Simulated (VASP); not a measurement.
# Na4Ca3 (Pm-3m) in VASP: notebook, part 2 of 2

VASP 6.6.1. Earlier steps stand in the parts before.

## Step 3: Relaxation of cell and atoms, PBE

This run uses another cell than the first one, of 47.86 Å³/atom.

Contents of INCAR:

```
SYSTEM = Na4Ca3
PREC = Accurate ; ENCUT = 500
EDIFF = 1E-7 ; ISMEAR = 0
SIGMA = 0.1 ; LREAL = .FALSE.
LASPH = .TRUE. ; NELM = 120
ALGO = Normal ; ISIF = 3
LWAVE = .FALSE. ; LCHARG = .FALSE.
GGA = PE ; IBRION = 2
NSW = 100 ; EDIFFG = -0.01
GGA_COMPAT = .FALSE. ; NELMIN = 4
```

Contents of KPOINTS:

```
regular mesh
0
G
  6 6 6
  0 0 0
```

Contents of POSCAR:

```
Na4Ca3
1.0
    6.9453802000      0.0000000000      0.0000000000
    0.0000000000      6.9453802000      0.0000000000
    0.0000000000      0.0000000000      6.9453802000
Na Ca
4 3
Direct
    0.5000000000      0.5000000000      0.5000000000
    0.5000000000      0.0000000000      0.0000000000
    0.0000000000      0.5000000000      0.0000000000
    0.0000000000      0.0000000000      0.5000000000
    0.5000000000      0.5000000000      0.0000000000
    0.0000000000      0.5000000000      0.5000000000
    0.5000000000      0.0000000000      0.5000000000
```

Potentials or basis: VASP PAW PBE potentials, release 64 (Na_pv, Ca_sv).

On the command line:

```bash
> cat potpaw_PBE.64/Na_pv/POTCAR potpaw_PBE.64/Ca_sv/POTCAR > POTCAR
> mpirun -np 1 vasp_std > vasp.out
```

OUTCAR:

```text
SYSTEM = Na4Ca3
   PREC = Accurate
   ENCUT = 500
   EDIFF = 1E-7
   ISMEAR = 0
   LREAL = .FALSE.
   LASPH = .TRUE.
   NELM = 120
   ISIF = 3
   GGA = PE
   IBRION = 2
   NSW = 100
   EDIFFG = -0.01
   NELMIN = 4

 ion  position               nearest neighbor table
   1  0.500  0.500  0.500-
   2  0.500  0.000  0.000-
   3  0.000  0.500  0.000-
   4  0.000  0.000  0.500-
   5  0.500  0.500  0.000-
   6  0.000  0.500  0.500-
   7  0.500  0.000  0.500-

  LATTYP: Found a simple cubic cell.
 ALAT       =     6.9453802000

  Lattice vectors:

 A1 = (   6.9453802000,   0.0000000000,   0.0000000000)
 A2 = (   0.0000000000,   6.9453802000,   0.0000000000)
 A3 = (   0.0000000000,   0.0000000000,   6.9453802000)

Analysis of symmetry for initial positions (statically):
=====================================================================
 Subroutine PRICEL returns:
 Original cell was already a primitive cell.

 Routine SETGRP: Setting up the symmetry group for a
 simple cubic supercell.

 Subroutine GETGRP returns: Found 48 space group operations
 (whereof 48 operations were pure point group operations)
 out of a pool of 48 trial point group operations.
[... 156 lines left out ...]
 maximum number of plane-waves:      8578
 NGX is ok and might be reduce to    54
   NGX = 25   NGY = 25   NGZ = 25

--------------------------------------- Ionic step        1  -------------------------------------------

 number of electron      58.0000077 magnetization

 Free energy of the ion-electron system (eV)
  ---------------------------------------------------
  ext. energy  EPLUGINS =         0.00000000
  ---------------------------------------------------
  free energy    TOTEN  =        -8.34906259 eV

  energy without entropy =       -8.31442118  energy(sigma->0) =       -8.33174188

------------------------ aborting loop because EDIFF is reached ----------------------------------------

  FORCE on cell =-STRESS in cart. coord.  units (eV):
  Direction    XX          YY          ZZ          XY          YZ          ZX
  --------------------------------------------------------------------------------------
  -------------------------------------------------------------------------------------
  Total        0.2289384      0.2289384      0.2289384      0.0000000     -0.0000000      0.0000000
  in kB        1.0948161      1.0948161      1.0948161      0.0000000     -0.0000000      0.0000000
  external PRESSURE =       1.0948161 kB  Pullay stress =       0.0000000 kB
[... 69 lines left out ...]
--------------------------------------- Ionic step        3  -------------------------------------------

 number of electron      58.0000098 magnetization

 Free energy of the ion-electron system (eV)
  ---------------------------------------------------
  ext. energy  EPLUGINS =         0.00000000
  ---------------------------------------------------
  free energy    TOTEN  =        -8.35064874 eV

  energy without entropy =       -8.31572866  energy(sigma->0) =       -8.33318870

 E-fermi :   0.4178     XC(G=0):  -6.4333

 val. band max:        0.4043588037   @ k =   0.5000   0.3333   0.1667
 cond. band min:       0.4319727756   @ k =   0.3333   0.0000   0.0000
 fundamental gap:      0.0276139719
 Fermi energy:         0.4177781492

 k-point     1 :       0.0000    0.0000    0.0000
  band No.  band energies     occupation
      1     -42.6108      2.00000
      2     -42.6104      2.00000
      3     -42.6104      2.00000
      4     -24.5203      2.00000
      5     -24.5203      2.00000
      6     -24.5203      2.00000
[... 763 lines left out ...]
  FREE ENERGIE OF THE ION-ELECTRON SYSTEM (eV)
  ---------------------------------------------------
  free  energy   TOTEN  =        -8.3506487428 eV

  energy  without entropy=       -8.3157286621  energy(sigma->0) =       -8.33318870

 reached required accuracy - stopping structural energy minimisation
```

CONTCAR:

```text
Na4Ca3
   1.00000000000000
     6.9743062059394703    0.0000000000000000    0.0000000000000000
     0.0000000000000000    6.9743062059394703    0.0000000000000000
    -0.0000000000000000   -0.0000000000000000    6.9743062059394703
  Na              Ca
     4     3
Direct
     0.5000000000000000    0.5000000000000000    0.5000000000000000
     0.5000000000000000    0.0000000000000000    0.0000000000000000
     0.0000000000000000    0.5000000000000000    0.0000000000000000
     0.0000000000000000    0.0000000000000000    0.5000000000000000
     0.5000000000000000    0.5000000000000000    0.0000000000000000
     0.0000000000000000    0.5000000000000000    0.5000000000000000
     0.5000000000000000    0.0000000000000000    0.5000000000000000

  0.00000000E+00  0.00000000E+00  0.00000000E+00
  0.00000000E+00  0.00000000E+00  0.00000000E+00
  0.00000000E+00  0.00000000E+00  0.00000000E+00
  0.00000000E+00  0.00000000E+00  0.00000000E+00
  0.00000000E+00  0.00000000E+00  0.00000000E+00
  0.00000000E+00  0.00000000E+00  0.00000000E+00
  0.00000000E+00  0.00000000E+00  0.00000000E+00
```

It took 5.2 min on 1 thread of Intel Xeon 6975P-C (Granite Rapids), shared host; peak memory 0.51 GiB.

What came out:

| Quantity | Value |
| --- | --- |
| Free energy | -8.3506 eV |
| Relaxed volume | 48.46 Å³/atom |
| Relaxed cell | a = 6.974 Å, b = 6.974 Å, c = 6.974 Å, α = 90.00°, β = 90.00°, γ = 90.00° |
| Space group after relaxing (to 0.1 Å) | Pm-3m (No. 221) |
| Energy gained by relaxing | 0.2 meV/atom |
| Ionic steps | 3 |
| Pressure after relaxing | 0.0 GPa |
| Band gap on the k mesh | zero (bands 29 and 30 overlap by 1.05 eV) |

The path:
| step | energy change (eV) | largest force (eV/Å) | pressure (GPa) | volume (Å³) |
| --- | --- | --- | --- | --- |
| 1 | 0.0000 | 0.0000 | 0.11 | 335.03 |
| 2 | -0.0009 | 0.0000 | 0.07 | 336.62 |
| 3 | -0.0016 | 0.0000 | 0.01 | 339.24 |

Final structure:
```yaml
crystal:
  lattice:
    - [6.97431, 0.00000, 0.00000]
    - [0.00000, 6.97431, 0.00000]
    - [0.00000, 0.00000, 6.97431]
  atoms:
    - { symbol: Na, position: [0.50000, 0.50000, 0.50000] }
    - { symbol: Na, position: [0.50000, 0.00000, 0.00000] }
    - { symbol: Na, position: [0.00000, 0.50000, 0.00000] }
    - { symbol: Na, position: [0.00000, 0.00000, 0.50000] }
    - { symbol: Ca, position: [0.50000, 0.50000, 0.00000] }
    - { symbol: Ca, position: [0.00000, 0.50000, 0.50000] }
    - { symbol: Ca, position: [0.50000, 0.00000, 0.50000] }
```

The gap in the log of VASP goes by the Fermi energy; the results here count the filled bands.